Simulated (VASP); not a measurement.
# Hf2SnTe6 (P-31m) in VASP: relaxation of cell and atoms with PBE

Aim: the relaxation of cell and atoms of Hf2SnTe6 with PBE.

Program: VASP 6.6.1. These are calculated values, not measurements. Logs are shortened: lines on timing, memory, paths and dates and some standing lists are left out, and cuts for length are marked.

## (1) The cell of the first run

The structure is trigonal, space group P-31m (No. 162). Conventional cell: a = 7.067 Å, b = 7.067 Å, c = 6.938 Å, α = 90.00°, β = 90.00°, γ = 120.00°. Within 3.8 Å of Hf (site symmetry 32) lie 6 Te at 2.90 Å. Sn (site symmetry -3m) has 6 Te at 3.06 Å and 6 Hf at 4.08 Å within 4.1 Å. Within 3.8 Å of Te (site symmetry m) lie 2 Hf at 2.90 Å and 1 Sn at 3.06 Å.

## (2) Relaxation of cell and atoms, PBE

Input file INCAR:

```
ALGO = Fast ; EDIFF = 1E-7
EDIFFG = -0.01 ; ENCUT = 600
GGA = PE ; IBRION = 2
ISIF = 3 ; ISMEAR = 0
LASPH = T ; LCHARG = F
LREAL = F ; LWAVE = F
NELM = 100 ; NSW = 100
PREC = Accurate ; SIGMA = 0.1
```

Input file KPOINTS:

```
k-points
0
Gamma
  6 6 6
```

Input file POSCAR:

```
Hf2SnTe6
1.0
    7.0673309000      0.0000000000      0.0000000000
   -3.5336655000      6.1204881000      0.0000000000
    0.0000000000      0.0000000000      6.9377211000
Hf Sn Te
2 1 6
Direct
    0.6666667000      0.3333333000      0.0000000000
    0.3333333000      0.6666667000      0.0000000000
    0.0000000000      0.0000000000      0.0000000000
    0.6474340000      0.6474340000      0.2555660000
    0.3525660000      0.0000000000      0.2555660000
    0.0000000000      0.3525660000      0.2555660000
    0.0000000000      0.6474340000      0.7444340000
    0.6474340000      0.0000000000      0.7444340000
    0.3525660000      0.3525660000      0.7444340000
```

Potentials or basis: VASP PAW PBE potentials, release 64 (Hf_pv, Sn_d, Te).

Command:

```console
$ cat potpaw_PBE.64/Hf_pv/POTCAR potpaw_PBE.64/Sn_d/POTCAR potpaw_PBE.64/Te/POTCAR > POTCAR
$ mpirun -np 1 vasp_std > vasp.out
```

OUTCAR:

```text
EDIFF = 1E-7
   EDIFFG = -0.01
   ENCUT = 600
   GGA = PE
   IBRION = 2
   ISIF = 3
   ISMEAR = 0
   LASPH = T
   LREAL = F
   NELM = 100
   NSW = 100
   PREC = Accurate

 ion  position               nearest neighbor table
   1  0.667  0.333  0.000-   6 2.90   8 2.90   7 2.90   5 2.90   9 2.90   4 2.90
   2  0.333  0.667  0.000-   7 2.90   5 2.90   6 2.90   8 2.90   4 2.90   9 2.90
   3  0.000  0.000  0.000-   4 3.06   9 3.06   8 3.06   5 3.06   6 3.06   7 3.06
   4  0.647  0.647  0.256-   2 2.90   1 2.90   3 3.06
   5  0.353  0.000  0.256-   2 2.90   1 2.90   3 3.06
   6  0.000  0.353  0.256-   1 2.90   2 2.90   3 3.06
   7  0.000  0.647  0.744-   2 2.90   1 2.90   3 3.06
   8  0.647  0.000  0.744-   1 2.90   2 2.90   3 3.06
   9  0.353  0.353  0.744-   1 2.90   2 2.90   3 3.06

  LATTYP: Found a hexagonal cell.
 ALAT       =     7.0673309000
 C/A-ratio  =     0.9816607144

  Lattice vectors:

 A1 = (   7.0673309000,   0.0000000000,   0.0000000000)
 A2 = (  -3.5336655000,   6.1204881000,   0.0000000000)
 A3 = (   0.0000000000,   0.0000000000,   6.9377211000)

Analysis of symmetry for initial positions (statically):
=====================================================================
 Subroutine PRICEL returns:
 Original cell was already a primitive cell.

 Routine SETGRP: Setting up the symmetry group for a
 hexagonal supercell.

 Subroutine GETGRP returns: Found 12 space group operations
 (whereof 12 operations were pure point group operations)
 out of a pool of 24 trial point group operations.

The static configuration has the point symmetry D_3d.

Analysis of symmetry for dynamics (positions and initial velocities):
=====================================================================
 Subroutine PRICEL returns:
 Original cell was already a primitive cell.

 Routine SETGRP: Setting up the symmetry group for a
 hexagonal supercell.

 Subroutine GETGRP returns: Found 12 space group operations
 (whereof 12 operations were pure point group operations)
 out of a pool of 24 trial point group operations.

The dynamic configuration has the point symmetry D_3d.

 Subroutine INISYM returns: Found 12 space group operations
 (whereof 12 operations are pure point group operations),
 and found     1 'primitive' translations

----------------------------------------------------------------------------------------

                                     Primitive cell

  volume of cell :     300.0947

  direct lattice vectors                    reciprocal lattice vectors
     7.067330900  0.000000000  0.000000000     0.141496134  0.081692832  0.000000000
    -3.533665500  6.120488100  0.000000000     0.000000000  0.163385662  0.000000000
     0.000000000  0.000000000  6.937721100     0.000000000  0.000000000  0.144139550

  length of vectors
     7.067330900  7.067330928  6.937721100     0.163385663  0.163385662  0.144139550

  position of ions in fractional coordinates (direct lattice)
     0.666666700  0.333333300  0.000000000
     0.333333300  0.666666700  0.000000000
     0.000000000  0.000000000  0.000000000
     0.647434000  0.647434000  0.255566000
     0.352566000  0.000000000  0.255566000
     1.000000000  0.352566000  0.255566000
     1.000000000  0.647434000  0.744434000
     0.647434000  0.000000000  0.744434000
     0.352566000  0.352566000  0.744434000

  ion indices of the primitive-cell ions
   primitive index   ion index
                 1           1
                 2           2
                 3           3
                 4           4
                 5           5
                 6           6
                 7           7
                 8           8
                 9           9

----------------------------------------------------------------------------------------

 KPOINTS: k-points

Automatic generation of k-mesh.
 Grid dimensions read from file:
 generate k-points for:    6    6    6

 Generating k-lattice:

  Cartesian coordinates                     Fractional coordinates (reciprocal lattice)
     0.023582689  0.013615472  0.000000000     0.166666667  0.000000000  0.000000000
     0.000000000  0.027230944  0.000000000     0.000000000  0.166666667  0.000000000
     0.000000000  0.000000000  0.024023258     0.000000000  0.000000000  0.166666667

  Length of vectors
     0.027230944  0.027230944  0.024023258

  Shift w.r.t. Gamma in fractional coordinates (k-lattice)
     0.000000000  0.000000000  0.000000000

 Subroutine IBZKPT returns following result:
 ===========================================

 Found     34 irreducible k-points:

 Following reciprocal coordinates:
            Coordinates               Weight
  0.000000  0.000000  0.000000      1.000000
  0.166667 -0.000000  0.000000      6.000000
  0.333333  0.000000  0.000000      6.000000
  0.500000  0.000000  0.000000      3.000000
  0.166667  0.166667  0.000000      6.000000
  0.333333  0.166667  0.000000     12.000000
[... 16 lines left out ...]
 -0.166667  0.333333  0.333333      6.000000
  0.333333  0.166667  0.333333     12.000000
 [... further k-points ...]
   k-points           NKPTS =     34   k-points in BZ     NKDIM =     34   number of bands    NBANDS=     42
   number of dos      NEDOS =    301   number of ions     NIONS =      9
   total plane-waves  NPLWV = 175616
   dimension x,y,z NGX =    56 NGY =   56 NGZ =   56
   dimension x,y,z NGXF=   112 NGYF=  112 NGZF=  112
   ions per type =               2   1   6
   NGX,Y,Z   is equivalent  to a cutoff of  13.17, 13.17, 13.42 a.u.
   NGXF,Y,Z  is equivalent  to a cutoff of  26.35, 26.35, 26.84 a.u.
 SYSTEM =  unknown system
   PREC   = accura    normal or accurate (medium, high low for compatibility)
   ISTART =      0    job   : 0-new  1-cont  2-samecut
   ICHARG =      2    charge: 1-file 2-atom 10-const
   ISPIN  =      1    spin polarized calculation?
   LNONCOLLINEAR =      F non collinear calculations
   LSORBIT =      F    spin-orbit coupling
   LASPH  =      T    aspherical Exc in radial PAW
   ENCUT  =  600.0 eV  44.10 Ry    6.64 a.u.  14.12 14.12 13.86*2*pi/ulx,y,z
   NELM   =    100;   NELMIN=  2; NELMDL= -5     # of ELM steps
   EDIFF  = 0.1E-06   stopping-criterion for ELM
   LREAL  =      F    real-space projection
   EDIFFG = -.1E-01   stopping-criterion for IOM
   NSW    =    100    number of steps for IOM
   IBRION =      2    ionic relax: 0-MD 1-quasi-New 2-CG
   NFREE  =      1    steps in history (QN), initial steepest desc. (CG)
   ISIF   =      3    stress and relaxation
   ISYM   =      2    0-nonsym 1-usesym 2-fastsym
   POTIM  = 0.5000    time-step for ionic-motion
   TEBEG  =    0.0;   TEEND  =   0.0 temperature during run
   PSTRESS=    0.0 pullay stress
   NELECT =      70.0000    total number of electrons
   NUPDOWN=      -1.0000    fix difference up-down
   EMIN   =  10.00;   EMAX   =-10.00  energy-range for DOS
   EFERMI =   0.00;   METHOD = LEGACY
   ISMEAR =     0;   SIGMA  =   0.10  broadening in eV -4-tet -1-fermi 0-gaus
   EFERMI_NEDOS =   21; number of points for ismear=-14 and -15
   IALGO  =     68    algorithm
   IMIX   =      4    mixing-type and parameters
     AMIX     =   0.40;   BMIX     =  1.00
     AMIX_MAG =   1.60;   BMIX_MAG =  1.00
  volume/ion in A,a.u.               =      33.34       225.02
  Fermi-wavevector in a.u.,A,eV,Ry     =   1.007754  1.904380 13.817656  1.015569
  Thomas-Fermi vector in A             =   2.140579
   LORBIT       =      0    0 simple, 1 ext, 2 COOP (PROOUT), +10 PAW based schemes
   GGA     = PE    functional components
   LHFCALC =     F    Hartree Fock is set to
   AEXX    =    0.0000 exact exchange contribution
   IVDW    =     0    specifies the selected vdW correction
   LEPSILON=     F    determine dielectric tensor
   LRPA    =     F    only Hartree local field effects (RPA)
 conjugate gradient relaxation of ions
 non-spin polarized calculation
 RMM-DIIS sequential band-by-band and
 Gauss-broadening in eV      SIGMA  =   0.10
  energy-cutoff  :      600.00
  volume of cell :      300.09
 maximum number of plane-waves:     10060
   NGX = 29   NGY = 29   NGZ = 27

--------------------------------------- Ionic step        1  -------------------------------------------

 number of electron      69.9999993 magnetization

 Free energy of the ion-electron system (eV)
  ---------------------------------------------------
  ext. energy  EPLUGINS =         0.00000000
  ---------------------------------------------------
  free energy    TOTEN  =       -47.49980269 eV

  energy without entropy =      -47.47617519  energy(sigma->0) =      -47.48798894

------------------------ aborting loop because EDIFF is reached ----------------------------------------

  FORCE on cell =-STRESS in cart. coord.  units (eV):
  Direction    XX          YY          ZZ          XY          YZ          ZX
  --------------------------------------------------------------------------------------
  -------------------------------------------------------------------------------------
  Total       -0.2206502     -0.2206502     -0.2410843      0.0000000      0.0000000      0.0000000
  in kB       -1.1780306     -1.1780306     -1.2871264      0.0000000      0.0000000      0.0000000
  external PRESSURE =      -1.2143959 kB  Pullay stress =       0.0000000 kB
[... 71 lines left out ...]
  energy  without entropy=      -47.4764299742  energy(sigma->0) =      -47.48816645

--------------------------------------- Ionic step        3  -------------------------------------------

 number of electron      69.9999994 magnetization

 Free energy of the ion-electron system (eV)
  ---------------------------------------------------
  ext. energy  EPLUGINS =         0.00000000
  ---------------------------------------------------
  free energy    TOTEN  =       -47.50006811 eV

  energy without entropy =      -47.47651860  energy(sigma->0) =      -47.48829335

 E-fermi :   4.5176     XC(G=0):  -9.0737

 val. band max:        4.5165069210   @ k =  -0.1667   0.3333   0.1667
 cond. band min:       4.5203603145   @ k =   0.3333   0.1667   0.1667
 fundamental gap:      0.0038533934
 Fermi energy:         4.5176018755

 k-point     1 :       0.0000    0.0000    0.0000
  band No.  band energies     occupation
      1     -26.7284      2.00000
      2     -26.7284      2.00000
      3     -26.7048      2.00000
      4     -26.7048      2.00000
      5     -26.6644      2.00000
      6     -26.6554      2.00000
[... 1069 lines left out ...]
     41       7.0616      0.00000
     42       7.1276      0.00000

 [... further k-points ...]
[... 5 lines left out ...]
  --------------------------------------------------------------------------------------
  -------------------------------------------------------------------------------------
  Total        0.0000910      0.0000910      0.0119913     -0.0000000      0.0000000     -0.0000000
  in kB        0.0004869      0.0004869      0.0641503     -0.0000000      0.0000000     -0.0000000
  external PRESSURE =       0.0217080 kB  Pullay stress =       0.0000000 kB
[... 24 lines left out ...]
  FREE ENERGIE OF THE ION-ELECTRON SYSTEM (eV)
  ---------------------------------------------------
  free  energy   TOTEN  =       -47.5000681088 eV

  energy  without entropy=      -47.4765185980  energy(sigma->0) =      -47.48829335

 reached required accuracy - stopping structural energy minimisation
```

It took 51 min on 1 thread of Oxide Virtual Turin-like, shared host; peak memory 0.73 GiB.

Results:

| Item | Value |
| --- | --- |
| Free energy | -47.5001 eV |
| Relaxed volume | 33.28 Å³/atom |
| Relaxed cell | a = 7.063 Å, b = 7.063 Å, c = 6.933 Å, α = 90.00°, β = 90.00°, γ = 120.00° |
| Space group after relaxing (to 0.1 Å) | P-31m (No. 162) |
| Energy gained by relaxing | 0.0 meV/atom |
| Ionic steps | 3 |
| Pressure after relaxing | 0.0 GPa |
| Largest force after relaxing | 0.010 eV/Å |
| Band gap on the k mesh | zero (bands 35 and 36 overlap by 0.94 eV) |

Forces in eV/Å, atoms in the order of the input:
```
Hf   0.000  0.000  0.000
Hf   0.000  0.000  0.000
Sn   0.000  0.000  0.000
Te  -0.004 -0.007  0.005
Te   0.008  0.000  0.005
Te  -0.004  0.007  0.005
Te   0.004 -0.007 -0.005
Te  -0.008  0.000 -0.005
Te   0.004  0.007 -0.005
```

Step by step:
```csv
step,energy change (eV),largest force (eV/Å),pressure (GPa),volume (Å³)
1,0.0000,0.0214,-0.12,300.09
2,-0.0001,0.0233,0.09,299.00
3,-0.0003,0.0097,0.00,299.49
```

Final structure:
```xyz
9
Lattice="7.0627 0.0000 0.0000 -3.5314 6.1165 0.0000 0.0000 0.0000 6.9328" Properties=species:S:1:pos:R:3 pbc="T T T"
Hf    3.5314    2.0388    0.0000
Hf    0.0000    4.0777    0.0000
Sn    0.0000    0.0000    0.0000
Te    2.2861    3.9597    1.7714
Te    2.4905    0.0000    1.7714
Te   -1.2452    2.1568    1.7714
Te    4.7766    3.9597    5.1614
Te    1.0409    6.1165    5.1614
Te    1.2452    2.1568    5.1614
```

Caveat: spin-orbit coupling is left out, which moves the levels of the heavy elements; this functional lacks dispersion, which binds layers or chains, so the pressure and a relaxed spacing across them are unreliable.
